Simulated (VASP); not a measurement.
# SiMo3 (Im-3m) in VASP: relaxation of cell and atoms with PBE

Aim: the relaxation of cell and atoms of SiMo3 with PBE.

Program: VASP 6.6.1. These are calculated values, not measurements. Logs are shortened: lines on timing, memory, paths and dates and some standing lists are left out, and cuts for length are marked.

### 1 The cell of the first run

The structure is cubic, space group Im-3m (No. 229). Conventional cell: a = 5.390 Å, b = 5.390 Å, c = 5.390 Å, α = 90.00°, β = 90.00°, γ = 90.00°. Si (site symmetry m-3m) has 6 Mo at 2.70 Å within 3.6 Å. Mo (site symmetry 4/mmm) has 2 Si at 2.70 Å and 4 Mo at 2.70 Å within 3.6 Å.

### 2 Relaxation of cell and atoms, PBE

File INCAR:

```
SYSTEM = SiMo3
  ALGO = Normal
  EDIFF = 1E-7
  EDIFFG = -0.08
  ENCUT = 500
  GGA = PE
  GGA_COMPAT = .False.
  IBRION = 2
  ISIF = 3
  ISMEAR = 0
  LASPH = .True.
  LCHARG = .False.
  LREAL = .False.
  LWAVE = .False.
  NELM = 120
  NELMIN = 4
  NSW = 36
  PREC = Accurate
  SIGMA = 0.2
```

File KPOINTS:

```
k-points
0
Gamma
  5 5 5
  0 0 0
```

File POSCAR:

```
SiMo3
1.0
   -2.6951711400      2.6951711400      2.6951711400
    2.6951711400     -2.6951711400      2.6951711400
    2.6951711400      2.6951711400     -2.6951711400
Si Mo
1 3
Direct
    0.0000000000      0.0000000000      0.0000000000
    0.0000000000      0.5000000000      0.5000000000
    0.5000000000      0.0000000000      0.5000000000
    0.5000000000      0.5000000000      0.0000000000
```

Potentials or basis: VASP PAW PBE potentials, release 64 (Si, Mo_sv).

On the command line:

```console
cat potpaw_PBE.64/Si/POTCAR potpaw_PBE.64/Mo_sv/POTCAR > POTCAR
mpirun -np 1 vasp_std > vasp.out
```

OUTCAR:

```text
SYSTEM = SiMo3
   EDIFF = 1E-7
   EDIFFG = -0.08
   ENCUT = 500
   GGA = PE
   IBRION = 2
   ISIF = 3
   ISMEAR = 0
   LASPH = .True.
   LREAL = .False.
   NELM = 120
   NELMIN = 4
   NSW = 36
   PREC = Accurate

 ion  position               nearest neighbor table
   1  0.000  0.000  0.000-   2 2.70   3 2.70   4 2.70   2 2.70   3 2.70   4 2.70
   2  0.000  0.500  0.500-   1 2.70   3 2.70   4 2.70   1 2.70   4 2.70   3 2.70
   3  0.500  0.000  0.500-   1 2.70   2 2.70   4 2.70   4 2.70   1 2.70   2 2.70
   4  0.500  0.500  0.000-   1 2.70   2 2.70   3 2.70   3 2.70   2 2.70   1 2.70

  LATTYP: Found a body centered cubic cell.
 ALAT       =     5.3903422800

  Lattice vectors:

 A1 = (  -2.6951711400,   2.6951711400,   2.6951711400)
 A2 = (   2.6951711400,  -2.6951711400,   2.6951711400)
 A3 = (   2.6951711400,   2.6951711400,  -2.6951711400)

Analysis of symmetry for initial positions (statically):
=====================================================================
 Subroutine PRICEL returns:
 Original cell was already a primitive cell.

 Routine SETGRP: Setting up the symmetry group for a
 body centered cubic supercell.

 Subroutine GETGRP returns: Found 48 space group operations
 (whereof 48 operations were pure point group operations)
 out of a pool of 48 trial point group operations.

The static configuration has the point symmetry O_h .

Analysis of symmetry for dynamics (positions and initial velocities):
=====================================================================
 Subroutine PRICEL returns:
 Original cell was already a primitive cell.

 Routine SETGRP: Setting up the symmetry group for a
 body centered cubic supercell.

 Subroutine GETGRP returns: Found 48 space group operations
 (whereof 48 operations were pure point group operations)
 out of a pool of 48 trial point group operations.

The dynamic configuration has the point symmetry O_h .

 Subroutine INISYM returns: Found 48 space group operations
 (whereof 48 operations are pure point group operations),
 and found     1 'primitive' translations

----------------------------------------------------------------------------------------

                                     Primitive cell

  volume of cell :      78.3103

  direct lattice vectors                    reciprocal lattice vectors
    -2.695171140  2.695171140  2.695171140     0.000000000  0.185516976  0.185516976
     2.695171140 -2.695171140  2.695171140     0.185516976  0.000000000  0.185516976
     2.695171140  2.695171140 -2.695171140     0.185516976  0.185516976  0.000000000

  length of vectors
     4.668173350  4.668173350  4.668173350     0.262360624  0.262360624  0.262360624

  position of ions in fractional coordinates (direct lattice)
     0.000000000  0.000000000  0.000000000
     0.000000000  0.500000000  0.500000000
     0.500000000  0.000000000  0.500000000
     0.500000000  0.500000000  0.000000000

  ion indices of the primitive-cell ions
   primitive index   ion index
                 1           1
                 2           2
                 3           3
                 4           4

----------------------------------------------------------------------------------------

 KPOINTS: k-points

Automatic generation of k-mesh.
 Grid dimensions read from file:
 generate k-points for:    5    5    5

 Generating k-lattice:

  Cartesian coordinates                     Fractional coordinates (reciprocal lattice)
     0.000000000  0.037103395  0.037103395     0.200000000  0.000000000  0.000000000
     0.037103395  0.000000000  0.037103395     0.000000000  0.200000000  0.000000000
     0.037103395  0.037103395  0.000000000     0.000000000  0.000000000  0.200000000

  Length of vectors
     0.052472125  0.052472125  0.052472125

  Shift w.r.t. Gamma in fractional coordinates (k-lattice)
     0.000000000  0.000000000  0.000000000

 Subroutine IBZKPT returns following result:
 ===========================================

 Found     10 irreducible k-points:

 Following reciprocal coordinates:
            Coordinates               Weight
  0.000000  0.000000  0.000000      1.000000
  0.200000  0.000000  0.000000     12.000000
  0.400000  0.000000  0.000000     12.000000
  0.200000  0.200000  0.000000     24.000000
  0.400000  0.200000  0.000000     24.000000
  0.200000  0.200000  0.200000      8.000000
 -0.200000  0.200000  0.200000      6.000000
 -0.400000  0.400000  0.200000     24.000000
 -0.400000 -0.400000  0.200000      8.000000
 -0.400000  0.400000  0.400000      6.000000
   k-points           NKPTS =     10   k-points in BZ     NKDIM =     10   number of bands    NBANDS=     27
   number of dos      NEDOS =    301   number of ions     NIONS =      4
   total plane-waves  NPLWV =  46656
   dimension x,y,z NGX =    36 NGY =   36 NGZ =   36
   dimension x,y,z NGXF=    72 NGYF=   72 NGZF=   72
   ions per type =               1   3
   NGX,Y,Z   is equivalent  to a cutoff of  12.82, 12.82, 12.82 a.u.
   NGXF,Y,Z  is equivalent  to a cutoff of  25.64, 25.64, 25.64 a.u.
 SYSTEM =  SiMo3
   PREC   = accura    normal or accurate (medium, high low for compatibility)
   ISTART =      0    job   : 0-new  1-cont  2-samecut
   ICHARG =      2    charge: 1-file 2-atom 10-const
   ISPIN  =      1    spin polarized calculation?
   LNONCOLLINEAR =      F non collinear calculations
   LSORBIT =      F    spin-orbit coupling
   LASPH  =      T    aspherical Exc in radial PAW
   ENCUT  =  500.0 eV  36.75 Ry    6.06 a.u.   8.51  8.51  8.51*2*pi/ulx,y,z
   NELM   =    120;   NELMIN=  4; NELMDL= -5     # of ELM steps
   EDIFF  = 0.1E-06   stopping-criterion for ELM
   LREAL  =      F    real-space projection
   EDIFFG = -.8E-01   stopping-criterion for IOM
   NSW    =     36    number of steps for IOM
   IBRION =      2    ionic relax: 0-MD 1-quasi-New 2-CG
   NFREE  =      1    steps in history (QN), initial steepest desc. (CG)
   ISIF   =      3    stress and relaxation
   ISYM   =      2    0-nonsym 1-usesym 2-fastsym
   POTIM  = 0.5000    time-step for ionic-motion
   TEBEG  =    0.0;   TEEND  =   0.0 temperature during run
   PSTRESS=    0.0 pullay stress
   NELECT =      46.0000    total number of electrons
   NUPDOWN=      -1.0000    fix difference up-down
   EMIN   =  10.00;   EMAX   =-10.00  energy-range for DOS
   EFERMI =   0.00;   METHOD = LEGACY
   ISMEAR =     0;   SIGMA  =   0.20  broadening in eV -4-tet -1-fermi 0-gaus
   EFERMI_NEDOS =   21; number of points for ismear=-14 and -15
   IALGO  =     38    algorithm
   IMIX   =      4    mixing-type and parameters
     AMIX     =   0.40;   BMIX     =  1.00
     AMIX_MAG =   1.60;   BMIX_MAG =  1.00
  volume/ion in A,a.u.               =      19.58       132.12
  Fermi-wavevector in a.u.,A,eV,Ry     =   1.371054  2.590916 25.576068  1.879788
  Thomas-Fermi vector in A             =   2.496785
   LORBIT       =      0    0 simple, 1 ext, 2 COOP (PROOUT), +10 PAW based schemes
   GGA     = PE    functional components
   LHFCALC =     F    Hartree Fock is set to
   AEXX    =    0.0000 exact exchange contribution
   IVDW    =     0    specifies the selected vdW correction
   LEPSILON=     F    determine dielectric tensor
   LRPA    =     F    only Hartree local field effects (RPA)
 conjugate gradient relaxation of ions
 non-spin polarized calculation
 Gauss-broadening in eV      SIGMA  =   0.20
  energy-cutoff  :      500.00
  volume of cell :       78.31
 maximum number of plane-waves:      2014
 NGX is ok and might be reduce to    36
   NGX = 17   NGY = 17   NGZ = 17

--------------------------------------- Ionic step        1  -------------------------------------------

 number of electron      46.0000004 magnetization

 Free energy of the ion-electron system (eV)
  ---------------------------------------------------
  ext. energy  EPLUGINS =         0.00000000
  ---------------------------------------------------
  free energy    TOTEN  =       -33.58525718 eV

  energy without entropy =      -33.46223858  energy(sigma->0) =      -33.52374788

 E-fermi :   8.4361     XC(G=0): -11.4947

 val. band max:        8.4054568758   @ k =   0.0000   0.0000   0.0000
 cond. band min:       8.4548651097   @ k =   0.4000   0.0000   0.0000
 fundamental gap:      0.0494082338
 Fermi energy:         8.4360539596

 k-point     1 :       0.0000    0.0000    0.0000
  band No.  band energies     occupation
      1     -52.6165      2.00000
      2     -52.4227      2.00000
      3     -52.4227      2.00000
      4     -27.0674      2.00000
      5     -27.0674      2.00000
      6     -27.0674      2.00000
[... 19 lines left out ...]
     26       9.5935      0.00000
     27       9.5935      0.00000
[... 366 lines left out ...]
 POSITION                                       TOTAL-FORCE (eV/Angst)
 -----------------------------------------------------------------------------------
      0.00000      0.00000      0.00000        -0.000000     -0.000000     -0.000000
      2.58030      0.00000      0.00000        -0.000000     -0.000000     -0.000000
      0.00000      2.58030      0.00000         0.000000     -0.000000      0.000000
      0.00000      0.00000      2.58030         0.000000      0.000000     -0.000000
 -----------------------------------------------------------------------------------
    total drift:                                0.000000      0.000000     -0.000000

  FREE ENERGIE OF THE ION-ELECTRON SYSTEM (eV)
  ---------------------------------------------------
  free  energy   TOTEN  =       -34.2051369081 eV

  energy  without entropy=      -34.1181952276  energy(sigma->0) =      -34.16166607

--------------------------------------- Ionic step        4  -------------------------------------------

 number of electron      46.0000006 magnetization

 Free energy of the ion-electron system (eV)
  ---------------------------------------------------
  ext. energy  EPLUGINS =         0.00000000
  ---------------------------------------------------
  free energy    TOTEN  =       -34.20676277 eV

  energy without entropy =      -34.12115576  energy(sigma->0) =      -34.16395926

 E-fermi :  10.2140     XC(G=0): -12.1757

 val. band max:       10.1878780698   @ k =   0.0000   0.0000   0.0000
 cond. band min:      10.3178402510   @ k =   0.4000   0.0000   0.0000
 fundamental gap:      0.1299621812
 Fermi energy:        10.2140437665

 k-point     1 :       0.0000    0.0000    0.0000
  band No.  band energies     occupation
      1     -50.8240      2.00000
      2     -50.4999      2.00000
      3     -50.4999      2.00000
      4     -25.4972      2.00000
      5     -25.4972      2.00000
      6     -25.4972      2.00000
[... 19 lines left out ...]
     26      11.6111      0.00000
     27      11.6111      0.00000
[... 290 lines left out ...]
 POSITION                                       TOTAL-FORCE (eV/Angst)
 -----------------------------------------------------------------------------------
      0.00000      0.00000      0.00000        -0.000000     -0.000000     -0.000000
      2.57569      0.00000      0.00000         0.000000     -0.000000     -0.000000
      0.00000      2.57569      0.00000        -0.000000      0.000000      0.000000
      0.00000      0.00000      2.57569         0.000000      0.000000      0.000000
 -----------------------------------------------------------------------------------
    total drift:                                0.000000      0.000000     -0.000000

  FREE ENERGIE OF THE ION-ELECTRON SYSTEM (eV)
  ---------------------------------------------------
  free  energy   TOTEN  =       -34.2067627706 eV

  energy  without entropy=      -34.1211557554  energy(sigma->0) =      -34.16395926

 reached required accuracy - stopping structural energy minimisation
```

It took 2.2 min on 1 thread of Intel Xeon 8259CL, shared host; peak memory 0.22 GiB.

Results:

```yaml
Free_energy: -34.2068 eV
Relaxed_volume: 17.09 Å³/atom
Relaxed_cell: a = 4.461 Å, b = 4.461 Å, c = 4.461 Å, α = 109.47°, β = 109.47°, γ = 109.47°
Space_group_after_relaxing_to_0.05_Å: Im-3m (No. 229)
Energy_gained_by_relaxing: 155.4 meV/atom
Ionic_steps: 4
Pressure_after_relaxing: -0.3 GPa
Band_gap_on_the_k_mesh: zero (band 23 reaches 11.00 eV, above the bottom of band 24 at 10.02 eV)
```

The path:
```csv
step,energy change (eV),largest force (eV/Å),pressure (GPa),volume (Å³)
1,0.0000,0.0000,-17.51,78.31
2,0.8947,0.0000,48.74,56.47
3,-0.6199,0.0000,-1.16,68.72
4,-0.6215,0.0000,-0.25,68.35
```

Final structure:
```
Si Mo
1.0
    -2.57569    2.57569    2.57569
     2.57569   -2.57569    2.57569
     2.57569    2.57569   -2.57569
Si Mo
1 3
Direct
  0.00000 0.00000 0.00000
  0.00000 0.50000 0.50000
  0.50000 0.00000 0.50000
  0.50000 0.50000 0.00000
```
